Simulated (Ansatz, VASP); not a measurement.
**Sn in VASP and in Ansatz**

```
CELL_PARAMETERS angstrom
3.05193 0.00000 0.00000
0.00000 3.05193 0.00000
0.00000 0.00000 3.05193
ATOMIC_POSITIONS crystal
Sn 0.00000 0.00000 0.00000
```

Alike in both runs: task single point; functional r2SCAN; k mesh 12 × 12 × 12; occupations fermi-dirac, width 0.1 eV; no spin polarisation.

|  | VASP | Ansatz |
| --- | --- | --- |
| version | VASP 6.6.1 | Ansatz 0.2.0 |
| potentials or method | VASP PAW PBE potentials, release 64 (Sn_d), cutoff 520 eV | plane waves (500 eV) with PAW, scalar-relativistic |
| valence electrons in the cell | 14 | 14 |

```csv
,VASP,Ansatz,Ansatz less VASP
pressure (GPa),0.3,0.3,+0.03
```

VASP's potentials were made for PBE, not for r2SCAN.
